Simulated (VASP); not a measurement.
# BW16 in VASP: single point with PBE+D3(BJ)

Aim: the single point of BW16 with PBE+D3(BJ).

All numbers are computed with VASP 6.6.1; they aren't measurements. Logs are shortened: lines on timing, memory, paths and dates and some standing lists are left out, and cuts for length are marked.

### 1 The cell of the first run

The cell holds a slab with vacuum, 17 atoms: a = 6.320 Å, b = 5.473 Å, c = 17.703 Å, α = 90.00°, β = 90.00°, γ = 54.74°.

### 2 Single point, PBE+D3(BJ)

INCAR

```
SYSTEM = BW16
  PREC = Accurate
  ENCUT = 520
  EDIFF = 1E-7
  ISMEAR = 0
  SIGMA = 0.05
  LREAL = Auto
  LASPH = .TRUE.
  NELM = 100
  ALGO = Normal
  ISIF = 2
  LWAVE = .FALSE.
  LCHARG = .FALSE.
  GGA = PE
  IVDW = 12
  NBANDS = 128
```

KPOINTS

```
regular mesh
0
G
  3 4 1
  0 0 0
```

POSCAR

```
BW16
1.0
    6.3200000000      0.0000000000      0.0000000000
    3.1600000000      4.4689150000      0.0000000000
    0.0000000000      0.0000000000     17.7033720000
W B
16 1
Direct
   -0.2499999441      0.4999998881      0.0564864140
    0.2500000559      0.4999998881      0.0564864140
   -0.2500000000      1.0000000000      0.0564864140
    0.2500000000      1.0000000000      0.0564864140
   -0.0006041417      0.0009029037      0.1793037507
    0.5007211256     -0.0009324411      0.1792927359
    0.0004528365      0.4993898967      0.1797535520
    0.4996601201      0.5005664686      0.1797580709
   -0.2498775322      0.4999575960      0.3060372340
    0.2500446809      0.5000052585      0.3031217443
   -0.2499646721      1.0000040278      0.3074357812
    0.2501441453      0.9999465195      0.3079009468
   -0.0089324052      0.0198303168      0.4336509451
    0.5091768896     -0.0200173868      0.4336635981
    0.0180303980      0.5006024952      0.4297340642
    0.4822130542      0.4991985750      0.4297223715
    0.7501071963      0.4999014302      0.4989608194
```

Potentials or basis: VASP PAW PBE potentials, release 64 (W_sv, B).

Launch:

```console
> cat potpaw_PBE.64/W_sv/POTCAR potpaw_PBE.64/B/POTCAR > POTCAR
> mpirun -np 1 vasp_std > vasp.out
```

OUTCAR:

```text
SYSTEM = BW16
   PREC = Accurate
   ENCUT = 520
   EDIFF = 1E-7
   ISMEAR = 0
   LREAL = Auto
   LASPH = .TRUE.
   NELM = 100
   ISIF = 2
   GGA = PE
   IVDW = 12
 IVDW          = 12

 ion  position               nearest neighbor table
   1  0.750  0.500  0.056-   8 2.69   7 2.69   3 2.74   4 2.74   4 2.74   3 2.74   6 3.11   5 3.11
                             2 3.16   2 3.16
   2  0.250  0.500  0.056-   7 2.69   8 2.69   4 2.74   3 2.74   3 2.74   4 2.74   6 3.12   5 3.12
                             1 3.16   1 3.16
   3  0.750  0.000  0.056-   6 2.69   5 2.69   1 2.74   2 2.74   2 2.74   1 2.74   8 3.13   7 3.13
                             4 3.16   4 3.16
   4  0.250  0.000  0.056-   5 2.69   6 2.69   2 2.74   1 2.74   1 2.74   2 2.74   7 3.12   8 3.12
                             3 3.16   3 3.16
   5  0.999  0.001  0.179-   3 2.69   4 2.69   7 2.73   8 2.74   8 2.74   7 2.74  11 2.76  12 2.77
                             1 3.11   2 3.12  10 3.13   6 3.16   6 3.16   9 3.16
   6  0.501  0.999  0.179-   3 2.69   4 2.69   8 2.73   7 2.74   7 2.74   8 2.74  11 2.76  12 2.77
                             1 3.11   2 3.12  10 3.13   5 3.16   5 3.16   9 3.16
   7  0.000  0.499  0.180-   2 2.69   1 2.69  10 2.70   5 2.73   6 2.74   9 2.74   6 2.74   5 2.74
                             4 3.12   3 3.13   8 3.16   8 3.16  11 3.18  12 3.18
   8  0.500  0.501  0.180-   2 2.69   1 2.69  10 2.70   6 2.73   5 2.74   9 2.74   5 2.74   6 2.74
                             4 3.12   3 3.13   7 3.16   7 3.16  11 3.18  12 3.18
   9  0.750  0.500  0.306-  11 2.74  12 2.74  11 2.74  12 2.74   7 2.74   8 2.74  15 2.77  16 2.77
                            14 3.12  13 3.12  10 3.16  10 3.16   5 3.16   6 3.16
  10  0.250  0.500  0.303-  16 2.68  15 2.68   8 2.70   7 2.70  11 2.74  11 2.74  12 2.74  12 2.74
                             5 3.13   6 3.13   9 3.16   9 3.16  13 3.28  14 3.28
  11  0.750  0.000  0.307-   9 2.74   9 2.74  10 2.74  10 2.74  14 2.74  13 2.74   5 2.76   6 2.76
                            16 3.11  15 3.11  12 3.16  12 3.16   8 3.18   7 3.18
  12  0.250  1.000  0.308-  14 2.73  13 2.73   9 2.74   9 2.74  10 2.74  10 2.74   6 2.77   5 2.77
                            15 3.11  16 3.11  11 3.16  11 3.16   8 3.18   7 3.18
  13  0.991  0.020  0.434-  17 2.44  12 2.73  15 2.73  16 2.74  11 2.74  16 2.75  15 2.75   9 3.12
                            14 3.15  14 3.18  10 3.28
  14  0.509  0.980  0.434-  17 2.44  12 2.73  16 2.73  15 2.74  11 2.74  15 2.75  16 2.75   9 3.12
                            13 3.15  13 3.18  10 3.28
  15  0.018  0.501  0.430-  17 2.09  10 2.68  13 2.73  14 2.74  14 2.75  13 2.75   9 2.77  16 2.93
                            12 3.11  11 3.11  16 3.39
  16  0.482  0.499  0.430-  17 2.09  10 2.68  14 2.73  13 2.74  13 2.75  14 2.75   9 2.77  15 2.93
                            12 3.11  11 3.11  15 3.39
  17  0.750  0.500  0.499-  16 2.09  15 2.09  14 2.44  13 2.44

  LATTYP: Found a base centered orthorhombic cell.
 ALAT       =     6.3200000000
 B/A-ratio  =     1.4142136076
 C/A-ratio  =     2.8011664557

  Lattice vectors:

 A1 = (   3.1600000000,  -4.4689150000,   0.0000000000)
 A2 = (   3.1600000000,   4.4689150000,   0.0000000000)
 A3 = (   0.0000000000,   0.0000000000,  17.7033720000)

Analysis of symmetry for initial positions (statically):
=====================================================================
 Subroutine PRICEL returns:
 Original cell was already a primitive cell.

 Routine SETGRP: Setting up the symmetry group for a
 base centered orthorhombic supercell.

 Subroutine GETGRP returns: Found  1 space group operations
 (whereof  1 operations were pure point group operations)
 out of a pool of  8 trial point group operations.

The static configuration has the point symmetry C_1 .

Analysis of symmetry for dynamics (positions and initial velocities):
=====================================================================
 Subroutine PRICEL returns:
 Original cell was already a primitive cell.

 Routine SETGRP: Setting up the symmetry group for a
 base centered orthorhombic supercell.

 Subroutine GETGRP returns: Found  1 space group operations
 (whereof  1 operations were pure point group operations)
 out of a pool of  8 trial point group operations.

The dynamic configuration has the point symmetry C_1 .

 Subroutine INISYM returns: Found  1 space group operations
 (whereof  1 operations are pure point group operations),
 and found     1 'primitive' translations

----------------------------------------------------------------------------------------

                                     Primitive cell

  volume of cell :     500.0059

  direct lattice vectors                    reciprocal lattice vectors
[... 57 lines left out ...]
     0.052742616 -0.037294660  0.000000000     0.333333333  0.000000000  0.000000000
     0.000000000  0.055941990  0.000000000     0.000000000  0.250000000  0.000000000
     0.000000000  0.000000000  0.056486414     0.000000000  0.000000000  1.000000000

  Length of vectors
     0.064596248  0.055941990  0.056486414

  Shift w.r.t. Gamma in fractional coordinates (k-lattice)
     0.000000000  0.000000000  0.000000000

 WARNING: IBZKPT: internal override: KBLOWUP is changed to .FALSE.
      ... skipping the blow-up phase ...

 Subroutine IBZKPT returns following result:
 ===========================================

 Found      7 irreducible k-points:

 Following reciprocal coordinates:
            Coordinates               Weight
  0.000000  0.000000  0.000000      1.000000
  0.333333  0.000000  0.000000      2.000000
  0.000000  0.250000  0.000000      2.000000
  0.333333  0.250000  0.000000      2.000000
 -0.333333  0.250000  0.000000      2.000000
  0.000000  0.500000  0.000000      1.000000
  0.333333  0.500000  0.000000      2.000000
   k-points           NKPTS =      7   k-points in BZ     NKDIM =      7   number of bands    NBANDS=    128
   number of dos      NEDOS =    301   number of ions     NIONS =     17
   total plane-waves  NPLWV = 282240
   dimension x,y,z NGX =    48 NGY =   42 NGZ =  140
   dimension x,y,z NGXF=    96 NGYF=   84 NGZF=  280
   ions per type =              16   1
   NGX,Y,Z   is equivalent  to a cutoff of  12.63, 12.76, 13.15 a.u.
   NGXF,Y,Z  is equivalent  to a cutoff of  25.25, 25.51, 26.29 a.u.
 SYSTEM =  BW16
   PREC   = accura    normal or accurate (medium, high low for compatibility)
   ISTART =      0    job   : 0-new  1-cont  2-samecut
   ICHARG =      2    charge: 1-file 2-atom 10-const
   ISPIN  =      1    spin polarized calculation?
   LNONCOLLINEAR =      F non collinear calculations
   LSORBIT =      F    spin-orbit coupling
   LASPH  =      T    aspherical Exc in radial PAW
   ENCUT  =  520.0 eV  38.22 Ry    6.18 a.u.  11.75 10.18 32.92*2*pi/ulx,y,z
   NELM   =    100;   NELMIN=  2; NELMDL= -5     # of ELM steps
   EDIFF  = 0.1E-06   stopping-criterion for ELM
   LREAL  =      T    real-space projection
   EDIFFG = 0.1E-05   stopping-criterion for IOM
   NSW    =      0    number of steps for IOM
   IBRION =     -1    ionic relax: 0-MD 1-quasi-New 2-CG
   NFREE  =      0    steps in history (QN), initial steepest desc. (CG)
   ISIF   =      2    stress and relaxation
   ISYM   =      2    0-nonsym 1-usesym 2-fastsym
   POTIM  = 0.5000    time-step for ionic-motion
   TEBEG  =    0.0;   TEEND  =   0.0 temperature during run
   PSTRESS=    0.0 pullay stress
   NELECT =     227.0000    total number of electrons
   NUPDOWN=      -1.0000    fix difference up-down
   EMIN   =  10.00;   EMAX   =-10.00  energy-range for DOS
   EFERMI =   0.00;   METHOD = LEGACY
   ISMEAR =     0;   SIGMA  =   0.05  broadening in eV -4-tet -1-fermi 0-gaus
   EFERMI_NEDOS =   21; number of points for ismear=-14 and -15
   IALGO  =     38    algorithm
   IMIX   =      4    mixing-type and parameters
     AMIX     =   0.40;   BMIX     =  1.00
     AMIX_MAG =   1.60;   BMIX_MAG =  1.00
  volume/ion in A,a.u.               =      29.41       198.48
  Fermi-wavevector in a.u.,A,eV,Ry     =   1.258225  2.377701 21.539802  1.583131
  Thomas-Fermi vector in A             =   2.391845
   LORBIT       =      0    0 simple, 1 ext, 2 COOP (PROOUT), +10 PAW based schemes
   GGA     = PE    functional components
   LHFCALC =     F    Hartree Fock is set to
   AEXX    =    0.0000 exact exchange contribution
   IVDW    =    12    specifies the selected vdW correction
   LEPSILON=     F    determine dielectric tensor
   LRPA    =     F    only Hartree local field effects (RPA)
 non-spin polarized calculation
 Gauss-broadening in eV      SIGMA  =   0.05
  energy-cutoff  :      520.00
  volume of cell :      500.01
 maximum number of plane-waves:     13480
   NGX = 23   NGY = 21   NGZ = 65

 number of electron     227.0000021 magnetization

 Free energy of the ion-electron system (eV)
  ---------------------------------------------------
  ext. energy  EPLUGINS =         0.00000000
  ---------------------------------------------------
  free energy    TOTEN  =      -202.59306006 eV

  energy without entropy =     -202.58047045  energy(sigma->0) =     -202.58676526

 E-fermi :   3.5438     XC(G=0):  -8.1985

 val. band max:        3.5170376367   @ k =   0.0000   0.2500   0.0000
 cond. band min:       3.5566754755   @ k =  -0.3333   0.2500   0.0000
 fundamental gap:      0.0396378389
 Fermi energy:         3.5437555261

 k-point     1 :       0.0000    0.0000    0.0000
  band No.  band energies     occupation
      1     -70.6174      2.00000
      2     -70.5512      2.00000
      3     -70.5177      2.00000
      4     -70.5137      2.00000
      5     -70.4974      2.00000
      6     -70.4867      2.00000
[... 885 lines left out ...]
    124       4.7606      0.00000
    125       4.7630      0.00000
 [bands above 125 left out]

------------------------ aborting loop because EDIFF is reached ----------------------------------------

 Edisp (eV)   -8.32018

 E8    (eV) :    -4.3678

  FORCE on cell =-STRESS in cart. coord.  units (eV):
  Direction    XX          YY          ZZ          XY          YZ          ZX
  --------------------------------------------------------------------------------------
  -------------------------------------------------------------------------------------
  Total      -9.19167   -11.95952     0.24976     0.90010     0.01186    -0.01328
  in kB     -29.45303   -38.32210     0.80030     2.88420     0.03801    -0.04255
  external pressure =      -22.32 kB  Pullay stress =        0.00 kB

 VOLUME and BASIS-vectors are now :
 -----------------------------------------------------------------------------
  energy-cutoff  :      520.00
  volume of cell :      500.01
      direct lattice vectors                 reciprocal lattice vectors
     6.320000000  0.000000000  0.000000000     0.158227848 -0.111883981  0.000000000
     3.160000000  4.468915000  0.000000000     0.000000000  0.223767962  0.000000000
     0.000000000  0.000000000 17.703372000     0.000000000  0.000000000  0.056486414

 POSITION                                       TOTAL-FORCE (eV/Angst)
 -----------------------------------------------------------------------------------
      6.32000      2.23446      1.00000         0.000799     -0.000537     -0.263897
      3.16000      2.23446      1.00000         0.001156     -0.000216     -0.129675
      4.74000      0.00000      1.00000         0.001401     -0.000251      0.146798
      1.58000      0.00000      1.00000         0.000681     -0.000424      0.121405
      6.31904      0.00403      3.17428         0.000966      0.002510     -0.000055
      6.32161      4.46475      3.17409        -0.001707     -0.002477      0.002819
[... 9 lines left out ...]
      4.62505      2.23088      7.60753        -0.006846      0.003600      0.024004
      6.32037      2.23402      8.83329         0.000357     -0.000026      0.024982
 -----------------------------------------------------------------------------------
    total drift:                               -0.001909      0.000785      0.010520

  FREE ENERGIE OF THE ION-ELECTRON SYSTEM (eV)
  ---------------------------------------------------
  free  energy   TOTEN  =      -210.9132442864 eV

  energy  without entropy=     -210.9006546728  energy(sigma->0) =     -210.90694948
```

Run time: 27 min. Hardware: 1 thread of Intel Xeon Platinum 8259CL at 2.50GHz (Skylake/Cascade Lake), shared host; peak memory 0.73 GiB.

Results:

```
Free energy                : -210.9132 eV
Largest force              : 0.264 eV/Å
Band gap on the k mesh     : zero (an odd number of electrons rules out a gap without spin polarisation)
Dispersion energy per atom : -0.489 eV
```

Forces in eV/Å, atoms in the order of the input:
```
W    0.001 -0.001 -0.264
W    0.001  0.000 -0.130
W    0.001  0.000  0.147
W    0.001  0.000  0.121
W    0.001  0.003  0.000
W   -0.002 -0.002  0.003
W    0.000  0.003 -0.003
W    0.000 -0.002 -0.004
W   -0.003  0.000  0.003
W    0.002 -0.002 -0.005
W    0.005 -0.003  0.006
W   -0.006  0.001  0.006
W    0.000 -0.008  0.024
W    0.000  0.009  0.023
W    0.006  0.000  0.022
W   -0.007  0.004  0.024
B    0.000  0.000  0.025
```

Caveat: spin-orbit coupling is left out, which moves the levels of the heavy elements.
